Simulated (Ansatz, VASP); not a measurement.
# Ca: VASP beside Ansatz

```
Ca
1.0
     0.00000    2.84900    2.84900
     2.84900    0.00000    2.84900
     2.84900    2.84900    0.00000
Ca
1
Direct
  0.00000 0.00000 0.00000
```

Alike in both runs: task single point; functional LDA; k mesh 8 × 8 × 8; occupations fermi-dirac, width 0.05 eV; no spin polarisation.

|  | VASP | Ansatz |
| --- | --- | --- |
| version | VASP 6.6.1 | Ansatz 0.2.0 |
| potentials or method | VASP PAW LDA potentials, release 64 (Ca_sv) | Ansatz PAW |
| plane-wave cutoff (eV) | 520 | 420 |
| valence electrons in the cell | 10 | 10 |

```tsv
	VASP	Ansatz	Ansatz less VASP
gap on the k mesh at the Fermi level (eV)	none	none	-
pressure (GPa)	-2.7	-2.8	-0.01
```

LDA's correlation is that of Perdew and Zunger in VASP and of Perdew and Wang (1992) in Ansatz. A gap of «none» marks a metal or a gap that the smearing closes.
